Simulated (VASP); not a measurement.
# Cd2HgSe3 (C2) in VASP: further runs, part 2 of 2

VASP 6.6.1. Earlier steps stand in the parts before.

### 3 Single point, PBE (volume scaled by 0.97, then relaxed in part)

Contents of INCAR:

```
SYSTEM = Cd2HgSe3
ALGO = Normal
EDIFF = 1E-6
ENCUT = 520
GGA = PE
ISIF = 2
ISMEAR = 0
LASPH = .TRUE.
LCHARG = .FALSE.
LREAL = .FALSE.
LWAVE = .FALSE.
NBANDS = 36
NELM = 100
PREC = Accurate
SIGMA = 0.02
```

Contents of KPOINTS:

```
k-points
0
G
  8 8 4
  0 0 0
```

Contents of POSCAR:

```
Cd2HgSe3
1.0
    3.7515318771     -2.1231103030      0.0195566734
    3.7515318771      2.1231103030      0.0195566734
   -0.9418634262      0.0000000000      9.9325780634
Cd Hg Se
2 1 3
Direct
    0.4084443978      0.0040545236      0.3347922385
    0.9959454764      0.5915556022      0.6652077615
    0.6830627221      0.3169372779      0.0000000000
    0.4479157602      0.0276985278      0.8235678868
    0.4923301713      0.5076698287      0.5000000000
    0.9723014722      0.5520842398      0.1764321132
```

Potentials or basis: VASP PAW PBE potentials, release 64 (Cd, Hg, Se).

The run is started by

```console
$ cat potpaw_PBE.64/Cd/POTCAR potpaw_PBE.64/Hg/POTCAR potpaw_PBE.64/Se/POTCAR > POTCAR
$ mpirun -np 1 vasp_std > vasp.out
```

OUTCAR:

```text
SYSTEM = Cd2HgSe3
   EDIFF = 1E-6
   ENCUT = 520
   GGA = PE
   ISIF = 2
   ISMEAR = 0
   LASPH = .TRUE.
   LREAL = .FALSE.
   NELM = 100
   PREC = Accurate

 ion  position               nearest neighbor table
   1  0.408  0.004  0.335-   5 2.66   6 2.68   6 2.73   5 2.78
   2  0.996  0.592  0.665-   5 2.66   4 2.68   4 2.73   5 2.78
   3  0.683  0.317  0.000-   4 2.52   6 2.52   4 3.30   6 3.30
   4  0.448  0.028  0.824-   3 2.52   2 2.68   2 2.73   3 3.30
   5  0.492  0.508  0.500-   1 2.66   2 2.66   2 2.78   1 2.78
   6  0.972  0.552  0.176-   3 2.52   1 2.68   1 2.73   3 3.30

  LATTYP: Found a base centered monoclinic cell.
 ALAT       =     7.5031657021
 B/A-ratio  =     0.5659238746
 C/A-ratio  =     1.3297233381
 COS(beta)  =    -0.0892112824

  Lattice vectors:

 A1 = (   3.7515318771,  -2.1231103030,   0.0195566734)
 A2 = (   3.7515318771,   2.1231103030,   0.0195566734)
 A3 = (  -0.9418634262,   0.0000000000,   9.9325780634)

Analysis of symmetry for initial positions (statically):
=====================================================================
 Subroutine PRICEL returns:
 Original cell was already a primitive cell.

 Routine SETGRP: Setting up the symmetry group for a
 base centered monoclinic supercell.

 Subroutine GETGRP returns: Found  2 space group operations
 (whereof  2 operations were pure point group operations)
 out of a pool of  4 trial point group operations.

The static configuration has the point symmetry C_2 .

Analysis of symmetry for dynamics (positions and initial velocities):
=====================================================================
 Subroutine PRICEL returns:
 Original cell was already a primitive cell.

 Routine SETGRP: Setting up the symmetry group for a
 base centered monoclinic supercell.

 Subroutine GETGRP returns: Found  2 space group operations
 (whereof  2 operations were pure point group operations)
 out of a pool of  4 trial point group operations.

The dynamic configuration has the point symmetry C_2 .

 Subroutine INISYM returns: Found  2 space group operations
 (whereof  2 operations are pure point group operations),
 and found     1 'primitive' translations

----------------------------------------------------------------------------------------

                                     Primitive cell

  volume of cell :     158.3025

  direct lattice vectors                    reciprocal lattice vectors
     3.751531877 -2.123110303  0.019556673     0.133213038 -0.235503544  0.012632016
     3.751531877  2.123110303  0.019556673     0.133213038  0.235503544  0.012632016
    -0.941863426  0.000000000  9.932578063    -0.000524578  0.000000000  0.100629053

  length of vectors
     4.310681065  4.310681065  9.977134544     0.270863804  0.270863804  0.100630420

  position of ions in fractional coordinates (direct lattice)
     0.408444398  0.004054524  0.334792239
     0.995945476  0.591555602  0.665207761
     0.683062722  0.316937278  0.000000000
     0.447915760  0.027698528  0.823567887
     0.492330171  0.507669829  0.500000000
     0.972301472  0.552084240  0.176432113

  ion indices of the primitive-cell ions
   primitive index   ion index
                 1           1
                 2           2
                 3           3
                 4           4
[... 22 lines left out ...]
     0.000000000  0.000000000  0.000000000

 Subroutine IBZKPT returns following result:
 ===========================================

 Found     78 irreducible k-points:

 Following reciprocal coordinates:
            Coordinates               Weight
  0.000000  0.000000  0.000000      1.000000
  0.125000 -0.000000  0.000000      4.000000
  0.250000 -0.000000  0.000000      4.000000
  0.375000 -0.000000 -0.000000      4.000000
  0.500000 -0.000000  0.000000      2.000000
  0.125000  0.125000  0.000000      2.000000
[... 16 lines left out ...]
  0.125000  0.000000  0.250000      4.000000
  0.250000 -0.000000  0.250000      4.000000
 [... further k-points ...]
   k-points           NKPTS =     78   k-points in BZ     NKDIM =     78   number of bands    NBANDS=     36
   number of dos      NEDOS =    301   number of ions     NIONS =      6
   total plane-waves  NPLWV =  81920
   dimension x,y,z NGX =    32 NGY =   32 NGZ =   80
   dimension x,y,z NGXF=    64 NGYF=   64 NGZF=  160
   ions per type =               2   1   3
   NGX,Y,Z   is equivalent  to a cutoff of  12.34, 12.34, 13.33 a.u.
   NGXF,Y,Z  is equivalent  to a cutoff of  24.68, 24.68, 26.66 a.u.
 SYSTEM =  Cd2HgSe3
   PREC   = accura    normal or accurate (medium, high low for compatibility)
   ISTART =      0    job   : 0-new  1-cont  2-samecut
   ICHARG =      2    charge: 1-file 2-atom 10-const
   ISPIN  =      1    spin polarized calculation?
   LNONCOLLINEAR =      F non collinear calculations
   LSORBIT =      F    spin-orbit coupling
   LASPH  =      T    aspherical Exc in radial PAW
   ENCUT  =  520.0 eV  38.22 Ry    6.18 a.u.   8.02  8.02 18.55*2*pi/ulx,y,z
   NELM   =    100;   NELMIN=  2; NELMDL= -5     # of ELM steps
   EDIFF  = 0.1E-05   stopping-criterion for ELM
   LREAL  =      F    real-space projection
[... 7 lines left out ...]
   TEBEG  =    0.0;   TEEND  =   0.0 temperature during run
   PSTRESS=    0.0 pullay stress
   NELECT =      54.0000    total number of electrons
   NUPDOWN=      -1.0000    fix difference up-down
   EMIN   =  10.00;   EMAX   =-10.00  energy-range for DOS
   EFERMI =   0.00;   METHOD = LEGACY
   ISMEAR =     0;   SIGMA  =   0.02  broadening in eV -4-tet -1-fermi 0-gaus
   EFERMI_NEDOS =   21; number of points for ismear=-14 and -15
   IALGO  =     38    algorithm
   IMIX   =      4    mixing-type and parameters
     AMIX     =   0.40;   BMIX     =  1.00
     AMIX_MAG =   1.60;   BMIX_MAG =  1.00
  volume/ion in A,a.u.               =      26.38       178.05
  Fermi-wavevector in a.u.,A,eV,Ry     =   1.143870  2.161602 17.802399  1.308439
  Thomas-Fermi vector in A             =   2.280564
   LORBIT       =      0    0 simple, 1 ext, 2 COOP (PROOUT), +10 PAW based schemes
   GGA     = PE    functional components
   LHFCALC =     F    Hartree Fock is set to
   AEXX    =    0.0000 exact exchange contribution
   IVDW    =     0    specifies the selected vdW correction
   LEPSILON=     F    determine dielectric tensor
   LRPA    =     F    only Hartree local field effects (RPA)
 non-spin polarized calculation
 Gauss-broadening in eV      SIGMA  =   0.02
  energy-cutoff  :      520.00
  volume of cell :      158.30
 maximum number of plane-waves:      4283
   NGX = 17   NGY = 17   NGZ = 37

 number of electron      53.9999991 magnetization

 Free energy of the ion-electron system (eV)
  ---------------------------------------------------
  ext. energy  EPLUGINS =         0.00000000
  ---------------------------------------------------
  free energy    TOTEN  =       -14.60694372 eV

  energy without entropy =      -14.60694372  energy(sigma->0) =      -14.60694372

 E-fermi :   1.6751     XC(G=0):  -9.4432

 val. band max:        1.5869042458   @ k =  -0.0000  -0.0000   0.5000
 cond. band min:       2.2380468361   @ k =   0.0000   0.0000   0.0000
 fundamental gap:      0.6511425903
 Fermi energy:         1.6750845062

 k-point     1 :       0.0000    0.0000    0.0000
  band No.  band energies     occupation
      1     -11.3115      2.00000
      2     -10.6967      2.00000
      3     -10.5917      2.00000
      4      -6.4819      2.00000
      5      -6.3074      2.00000
      6      -6.3013      2.00000
[... 925 lines left out ...]
     35       8.0421      0.00000
     36       8.6856      0.00000

 [... further k-points ...]

------------------------ aborting loop because EDIFF is reached ----------------------------------------

  FORCE on cell =-STRESS in cart. coord.  units (eV):
  Direction    XX          YY          ZZ          XY          YZ          ZX
  --------------------------------------------------------------------------------------
  -------------------------------------------------------------------------------------
  Total        1.2808535      1.1813037      1.3027269      0.0000000      0.0000000      0.1361372
  in kB       12.9634988     11.9559564     13.1848788      0.0000000      0.0000000      1.3778421
  external PRESSURE =      12.7014447 kB  Pullay stress =       0.0000000 kB

 VOLUME and BASIS-vectors are now :
 -----------------------------------------------------------------------------
  energy-cutoff  :      520.00
  volume of cell :      158.30
      direct lattice vectors                 reciprocal lattice vectors
     3.751531877 -2.123110303  0.019556673     0.133213038 -0.235503544  0.012632016
     3.751531877  2.123110303  0.019556673     0.133213038  0.235503544  0.012632016
    -0.941863426  0.000000000  9.932578063    -0.000524578  0.000000000  0.100629053

 POSITION                                       TOTAL-FORCE (eV/Angst)
 -----------------------------------------------------------------------------------
      1.23217     -0.85856      3.33342        -0.007226      0.008009     -0.001498
      5.32903     -0.85856      6.63827         0.007226      0.008009      0.001498
      3.75153     -0.77732      0.01956         0.000000      0.011108     -0.000000
      1.00859     -0.89217      8.18945        -0.054857     -0.008648     -0.021876
      3.28060      0.03257      4.98585         0.000000     -0.009830     -0.000000
      5.55261     -0.89217      1.78224         0.054857     -0.008648      0.021876
 -----------------------------------------------------------------------------------
    total drift:                                0.000000     -0.000411     -0.000000

  FREE ENERGIE OF THE ION-ELECTRON SYSTEM (eV)
  ---------------------------------------------------
  free  energy   TOTEN  =       -14.6069437246 eV

  energy  without entropy=      -14.6069437246  energy(sigma->0) =      -14.60694372
```

stdout:

```text
POSCAR found type information on POSCAR CdHgSe
 POSCAR found :  3 types and       6 ions
 scaLAPACK will be used
 LDA part: xc-table for (Slater+PW92), standard interpolation
 POSCAR, INCAR and KPOINTS ok, starting setup
 FFT: planning ... GRIDC
 FFT: planning ... GRID_SOFT
 FFT: planning ... GRID
 WAVECAR not read
 entering main loop
```

Wall time 2.9 min (1 thread of Intel Xeon 6975P-C (Granite Rapids), shared host); peak memory 0.55 GiB.

Results:

* Free energy: -14.6069 eV
* Pressure: 1.3 GPa
* Largest force: 0.060 eV/Å
* Band gap on the k mesh: 0.65 eV, indirect (least direct gap 0.79 eV)

Forces on the atoms (eV/Å):
```
Cd  -0.007  0.008 -0.001
Cd   0.007  0.008  0.001
Hg   0.000  0.011  0.000
Se  -0.055 -0.009 -0.022
Se   0.000 -0.010  0.000
Se   0.055 -0.009  0.022
```

Stress tensor (GPa, compression positive):
```
1.30 0.00 0.14
0.00 1.20 0.00
0.14 0.00 1.32
```

Caveat: spin-orbit coupling is left out, which moves the levels of the heavy elements. A k mesh can miss the band edges.
